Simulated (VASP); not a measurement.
# ZnO in VASP: single point with PBE+D3(BJ)

Aim: the single point of ZnO with PBE+D3(BJ).

All numbers are computed with VASP 6.6.1; they aren't measurements. Logs are shortened: lines on timing, memory, paths and dates and some standing lists are left out, and cuts for length are marked.

### 1 The cell of the first run

The cell holds a slab with vacuum, 24 atoms: a = 6.509 Å, b = 5.256 Å, c = 25.371 Å, α = 90.00°, β = 90.00°, γ = 90.00°.

### 2 Single point, PBE+D3(BJ)

Input file INCAR:

```
SYSTEM = ZnO
ALGO     = Normal         ! electronic algorithm
DIPOL    = 0.5 0.5 0.445
EDIFF    = 1E-6           ! SCF threshold, eV
ENCUT    = 520            ! plane-wave cutoff, eV
GGA      = PE             ! functional
GGA_COMPAT= .FALSE.      
IDIPOL   = 3            
ISIF     = 2              ! what is computed and relaxed
ISMEAR   = 0              ! smearing method
IVDW     = 12             ! dispersion correction
LASPH    = .TRUE.         ! aspherical terms in the spheres
LCHARG   = .TRUE.         ! write CHGCAR
LDIPOL   = .TRUE.       
LELF     = .TRUE.         ! ELF
LREAL    = .FALSE.        ! projectors in reciprocal space
LVACPOTAV= .TRUE.       
LVHAR    = .TRUE.       
LWAVE    = .FALSE.        ! write WAVECAR
NBANDS   = 126            ! bands
NELM     = 120            ! most SCF steps
NELMDL   = -8           
PREC     = Accurate       ! precision mode
SIGMA    = 0.05           ! smearing width, eV
```

Input file KPOINTS:

```
k-points
0
G
  3 3 1
  0 0 0
```

Input file POSCAR:

```
ZnO
1.0
    6.5094894540      0.0000000000      0.0000000000
    0.0000000000      5.2564237872      0.0000000000
    0.0000000000      0.0000000000     25.3713429356
Zn O
12 12
Direct
    0.5000000000      0.9983827816      0.3153163796
    0.0000000000      0.9983827816      0.3153163796
    0.7500000000      0.4983827816      0.3523488644
    0.2500000000      0.4983827816      0.3523488644
    0.7500000000      0.9983827816      0.4264138340
    0.2500000000      0.9983827816      0.4264138340
    0.0021996958      0.4994842551      0.4625439620
    0.4978032087      0.4994807187      0.4625414613
   -0.0100118512      0.9983405970      0.5379053799
    0.5099623535      0.9983468831      0.5379065863
    0.2499880511      0.5499910341      0.5819576103
    0.7499801837      0.4764691960      0.5627460562
    0.5000000000      0.6195172184      0.3153163796
    0.0000000000      0.6195172184      0.3153163796
    0.7500000000      0.1195172184      0.3523488644
    0.2500000000      0.1195172184      0.3523488644
    0.7500000000      0.6195172184      0.4264138340
    0.2500000000      0.6195172184      0.4264138340
    0.0018247125      0.1199755053      0.4629242819
    0.4981676609      0.1199736223      0.4629260392
    0.0037643511      0.6216824116      0.5372739107
    0.4961906920      0.6216829508      0.5372712637
    0.2499700502      0.0219206319      0.5814993720
    0.7499739094      0.1247072454      0.5712096864
```

Potentials or basis: VASP PAW PBE potentials, release 64 (Zn, O).

Command:

```
$ cat potpaw_PBE.64/Zn/POTCAR potpaw_PBE.64/O/POTCAR > POTCAR
$ mpirun -np 1 vasp_std > vasp.out
```

OUTCAR:

```text
SYSTEM = ZnO
   EDIFF = 1E-6
   ENCUT = 520
   GGA = PE
   ISIF = 2
   ISMEAR = 0
   IVDW = 12
   LASPH = .TRUE.
   LREAL = .FALSE.
   NELM = 120
   NELMDL = -8
   PREC = Accurate
 IVDW          = 12

 ion  position               nearest neighbor table
   1  0.500  0.998  0.315-  15 1.98  16 1.98  13 1.99
   2  0.000  0.998  0.315-  15 1.98  16 1.98  14 1.99
   3  0.750  0.498  0.352-  17 1.98  14 1.98  13 1.98  15 1.99
   4  0.250  0.498  0.352-  18 1.98  14 1.98  13 1.98  16 1.99
   5  0.750  0.998  0.426-  15 1.98  19 1.99  20 1.99  17 1.99
   6  0.250  0.998  0.426-  20 1.97  19 1.97  16 1.98  18 1.99
   7  0.002  0.499  0.463-  18 1.96  17 1.98  19 1.99  21 2.00  12 3.03
   8  0.498  0.499  0.463-  18 1.96  17 1.98  20 1.99  22 2.00  12 3.03
   9  0.990  0.998  0.538-  24 1.90  21 1.98  19 2.01  23 2.03  12 3.03
  10  0.510  0.998  0.538-  24 1.90  22 1.98  20 2.01  23 2.03  12 3.03
  11  0.250  0.550  0.582-  22 2.00  21 2.00  23 2.48
  12  0.750  0.476  0.563-  24 1.86  21 1.93  22 1.93  10 3.03   9 3.03   8 3.03   7 3.03
  13  0.500  0.620  0.315-   3 1.98   4 1.98   1 1.99
  14  0.000  0.620  0.315-   3 1.98   4 1.98   2 1.99
  15  0.750  0.120  0.352-   5 1.98   2 1.98   1 1.98   3 1.99
  16  0.250  0.120  0.352-   6 1.98   2 1.98   1 1.98   4 1.99
  17  0.750  0.620  0.426-   8 1.98   7 1.98   3 1.98   5 1.99
  18  0.250  0.620  0.426-   8 1.96   7 1.96   4 1.98   6 1.99
  19  0.002  0.120  0.463-   6 1.97   5 1.99   7 1.99   9 2.01
  20  0.498  0.120  0.463-   6 1.97   5 1.99   8 1.99  10 2.01
  21  0.004  0.622  0.537-  12 1.93   9 1.98  11 2.00   7 2.00
  22  0.496  0.622  0.537-  12 1.93  10 1.98  11 2.00   8 2.00
  23  0.250  0.022  0.581-   9 2.03  10 2.03  11 2.48
  24  0.750  0.125  0.571-  12 1.86  10 1.90   9 1.90

  LATTYP: Found a simple orthorhombic cell.
 ALAT       =     5.2564237872
 B/A-ratio  =     1.2383874888
 C/A-ratio  =     4.8267308655

  Lattice vectors:

 A1 = (   0.0000000000,  -5.2564237872,   0.0000000000)
 A2 = (   6.5094894540,   0.0000000000,   0.0000000000)
 A3 = (   0.0000000000,   0.0000000000,  25.3713429356)

Analysis of symmetry for initial positions (statically):
=====================================================================
 Subroutine PRICEL returns:
 Original cell was already a primitive cell.

 Routine SETGRP: Setting up the symmetry group for a
 simple orthorhombic supercell.

 Subroutine GETGRP returns: Found  1 space group operations
 (whereof  1 operations were pure point group operations)
 out of a pool of  8 trial point group operations.

The static configuration has the point symmetry C_1 .

Analysis of symmetry for dynamics (positions and initial velocities):
=====================================================================
 Subroutine PRICEL returns:
 Original cell was already a primitive cell.

 Routine SETGRP: Setting up the symmetry group for a
 simple orthorhombic supercell.

 Subroutine GETGRP returns: Found  1 space group operations
 (whereof  1 operations were pure point group operations)
 out of a pool of  8 trial point group operations.

The dynamic configuration has the point symmetry C_1 .

 Subroutine INISYM returns: Found  1 space group operations
 (whereof  1 operations are pure point group operations),
 and found     1 'primitive' translations

----------------------------------------------------------------------------------------

                                     Primitive cell

  volume of cell :     868.1220

  direct lattice vectors                    reciprocal lattice vectors
     6.509489454  0.000000000  0.000000000     0.153621879  0.000000000  0.000000000
     0.000000000  5.256423787  0.000000000     0.000000000  0.190243413  0.000000000
     0.000000000  0.000000000 25.371342936     0.000000000  0.000000000  0.039414547

  length of vectors
     6.509489454  5.256423787 25.371342936     0.153621879  0.190243413  0.039414547

  position of ions in fractional coordinates (direct lattice)
     0.500000000  0.998382782  0.315316380
     0.000000000  0.998382782  0.315316380
     0.750000000  0.498382782  0.352348864
     0.250000000  0.498382782  0.352348864
     0.750000000  0.998382782  0.426413834
     0.250000000  0.998382782  0.426413834
[... 16 lines left out ...]
     0.249970050  0.021920632  0.581499372
     0.749973909  0.124707245  0.571209686

  ion indices of the primitive-cell ions
   primitive index   ion index
                 1           1
                 2           2
                 3           3
                 4           4
                 5           5
                 6           6
[... 16 lines left out ...]
                23          23
                24          24

----------------------------------------------------------------------------------------

 KPOINTS: k-points

Automatic generation of k-mesh.
 Grid dimensions read from file:
 generate k-points for:    3    3    1

 Generating k-lattice:

  Cartesian coordinates                     Fractional coordinates (reciprocal lattice)
     0.051207293  0.000000000  0.000000000     0.333333333  0.000000000  0.000000000
     0.000000000  0.063414471  0.000000000     0.000000000  0.333333333  0.000000000
     0.000000000  0.000000000  0.039414547     0.000000000  0.000000000  1.000000000

  Length of vectors
     0.051207293  0.063414471  0.039414547

  Shift w.r.t. Gamma in fractional coordinates (k-lattice)
     0.000000000  0.000000000  0.000000000

 Subroutine IBZKPT returns following result:
 ===========================================

 Found      5 irreducible k-points:

 Following reciprocal coordinates:
            Coordinates               Weight
  0.000000  0.000000  0.000000      1.000000
  0.333333  0.000000  0.000000      2.000000
  0.000000  0.333333  0.000000      2.000000
  0.333333  0.333333  0.000000      2.000000
 -0.333333  0.333333  0.000000      2.000000
   k-points           NKPTS =      5   k-points in BZ     NKDIM =      5   number of bands    NBANDS=    126
   number of dos      NEDOS =    301   number of ions     NIONS =     24
   total plane-waves  NPLWV = 368640
   dimension x,y,z NGX =    48 NGY =   40 NGZ =  192
   dimension x,y,z NGXF=    96 NGYF=   80 NGZF=  384
   ions per type =              12  12
   NGX,Y,Z   is equivalent  to a cutoff of  12.26, 12.65, 12.58 a.u.
   NGXF,Y,Z  is equivalent  to a cutoff of  24.52, 25.30, 25.16 a.u.
 SYSTEM =  ZnO
   PREC   = accura    normal or accurate (medium, high low for compatibility)
   ISTART =      0    job   : 0-new  1-cont  2-samecut
   ICHARG =      2    charge: 1-file 2-atom 10-const
   ISPIN  =      1    spin polarized calculation?
   LNONCOLLINEAR =      F non collinear calculations
   LSORBIT =      F    spin-orbit coupling
   LASPH  =      T    aspherical Exc in radial PAW
   ENCUT  =  520.0 eV  38.22 Ry    6.18 a.u.  12.10  9.77 47.17*2*pi/ulx,y,z
   NELM   =    120;   NELMIN=  2; NELMDL= -8     # of ELM steps
   EDIFF  = 0.1E-05   stopping-criterion for ELM
   LREAL  =      F    real-space projection
   EDIFFG = 0.1E-04   stopping-criterion for IOM
   NSW    =      0    number of steps for IOM
   IBRION =     -1    ionic relax: 0-MD 1-quasi-New 2-CG
   NFREE  =      0    steps in history (QN), initial steepest desc. (CG)
   ISIF   =      2    stress and relaxation
   ISYM   =      2    0-nonsym 1-usesym 2-fastsym
   POTIM  = 0.5000    time-step for ionic-motion
   TEBEG  =    0.0;   TEEND  =   0.0 temperature during run
   PSTRESS=    0.0 pullay stress
   NELECT =     216.0000    total number of electrons
   NUPDOWN=      -1.0000    fix difference up-down
   EMIN   =  10.00;   EMAX   =-10.00  energy-range for DOS
   EFERMI =   0.00;   METHOD = LEGACY
   ISMEAR =     0;   SIGMA  =   0.05  broadening in eV -4-tet -1-fermi 0-gaus
   EFERMI_NEDOS =   21; number of points for ismear=-14 and -15
   IALGO  =     38    algorithm
   IMIX   =      4    mixing-type and parameters
     AMIX     =   0.40;   BMIX     =  1.00
     AMIX_MAG =   1.60;   BMIX_MAG =  1.00
  volume/ion in A,a.u.               =      36.17       244.10
  Fermi-wavevector in a.u.,A,eV,Ry     =   1.029673  1.945799 14.425246  1.060226
  Thomas-Fermi vector in A             =   2.163732
   LORBIT       =      0    0 simple, 1 ext, 2 COOP (PROOUT), +10 PAW based schemes
   GGA     = PE    functional components
   LHFCALC =     F    Hartree Fock is set to
   AEXX    =    0.0000 exact exchange contribution
   IVDW    =    12    specifies the selected vdW correction
   LEPSILON=     F    determine dielectric tensor
   LRPA    =     F    only Hartree local field effects (RPA)
 non-spin polarized calculation
 Gauss-broadening in eV      SIGMA  =   0.05
  energy-cutoff  :      520.00
  volume of cell :      868.12
 maximum number of plane-waves:     23402
   NGX = 25   NGY = 19   NGZ = 95

 dipolmoment           0.000000      0.000000     -0.000001 electrons x Angstroem

 number of electron     216.0000032 magnetization

 dipolmoment           0.000000      0.000000      0.056645 electrons x Angstroem

 Free energy of the ion-electron system (eV)
  ---------------------------------------------------
  ext. energy  EPLUGINS =         0.00000000
  ---------------------------------------------------
  free energy    TOTEN  =      -101.21919495 eV

  energy without entropy =     -101.21919495  energy(sigma->0) =     -101.21919495

 E-fermi :  -2.7828     XC(G=0):  -4.1866

 val. band max:       -2.9800280119   @ k =   0.0000   0.0000   0.0000
 cond. band min:      -2.5853686425   @ k =   0.0000   0.0000   0.0000
 fundamental gap:      0.3946593694
 Fermi energy:        -2.7827633448

 k-point     1 :       0.0000    0.0000    0.0000
  band No.  band energies     occupation
      1     -21.3417      2.00000
      2     -21.1784      2.00000
      3     -20.9701      2.00000
      4     -20.9228      2.00000
      5     -20.8372      2.00000
      6     -20.5580      2.00000
[... 112 lines left out ...]
    119       2.5346      0.00000
[... 491 lines left out ...]
    119       2.8546      0.00000
    120       2.9460      0.00000
 [bands above 120 left out]

------------------------ aborting loop because EDIFF is reached ----------------------------------------

 Edisp (eV)   -4.02080

 E8    (eV) :    -1.5716

  FORCE on cell =-STRESS in cart. coord.  units (eV):
  Direction    XX          YY          ZZ          XY          YZ          ZX
  --------------------------------------------------------------------------------------
  -------------------------------------------------------------------------------------
  Total       0.86154    -5.86793    -0.69322     0.00108     1.95620     0.00141
  in kB       1.59003   -10.82965    -1.27938     0.00200     3.61031     0.00260
  external pressure =       -3.51 kB  Pullay stress =        0.00 kB

 VOLUME and BASIS-vectors are now :
 -----------------------------------------------------------------------------
  energy-cutoff  :      520.00
  volume of cell :      868.12
      direct lattice vectors                 reciprocal lattice vectors
     6.509489454  0.000000000  0.000000000     0.153621879  0.000000000  0.000000000
     0.000000000  5.256423787  0.000000000     0.000000000  0.190243413  0.000000000
     0.000000000  0.000000000 25.371342936     0.000000000  0.000000000  0.039414547

 POSITION                                       TOTAL-FORCE (eV/Angst)
 -----------------------------------------------------------------------------------
      3.25474      5.24792      8.00000        -0.007511     -1.325017      1.082982
      0.00000      5.24792      8.00000         0.007511     -1.325023      1.082987
      4.88212      2.61971      8.93956         0.000025      0.669881     -0.811449
      1.62737      2.61971      8.93956        -0.000031      0.670745     -0.809002
      4.88212      5.24792     10.81869        -0.000276     -0.082140      0.277073
      1.62737      5.24792     10.81869        -0.000129     -0.175957      0.254119
[... 16 lines left out ...]
      1.62718      0.11522     14.75342         0.000423      0.452867     -0.546573
      4.88195      0.65551     14.49236         0.000390      0.044975      0.434744
 -----------------------------------------------------------------------------------
    total drift:                                0.000061      0.006017      0.000686

  FREE ENERGIE OF THE ION-ELECTRON SYSTEM (eV)
  ---------------------------------------------------
  free  energy   TOTEN  =      -105.2399986704 eV

  energy  without entropy=     -105.2399986693  energy(sigma->0) =     -105.23999867

 vacuum level on the upper side and lower side of the slab         2.325         2.025
```

Run time: 37 min. Hardware: 1 thread of Oxide Virtual Turin-like, shared host; peak memory 0.91 GiB.

Results:

| Property | Result |
| --- | --- |
| Free energy | -105.2400 eV |
| Largest force | 1.711 eV/Å |
| Band gap on the k mesh | 0.39 eV |
| Dispersion energy per atom | -0.168 eV |

Forces on the atoms (eV/Å):
```
Zn  -0.008 -1.325  1.083
Zn   0.008 -1.325  1.083
Zn   0.000  0.670 -0.811
Zn   0.000  0.671 -0.809
Zn   0.000 -0.082  0.277
Zn   0.000 -0.176  0.254
Zn   0.026 -0.140 -0.087
Zn  -0.026 -0.140 -0.087
Zn   1.267  0.369  0.592
Zn  -1.268  0.369  0.592
Zn   0.000  0.390 -1.235
Zn   0.000 -0.081 -0.206
O    0.006  0.682  0.071
O   -0.006  0.682  0.071
O    0.000  0.082 -0.942
O    0.000  0.081 -0.977
O    0.000  0.038  0.453
O    0.000  0.095  0.202
O   -0.139  0.020 -0.199
O    0.139  0.020 -0.200
O   -0.012 -0.699  0.493
O    0.012 -0.699  0.494
O    0.000  0.453 -0.547
O    0.000  0.045  0.435
```

Caveat: semilocal functionals underestimate gaps, and a narrow one can read as zero.
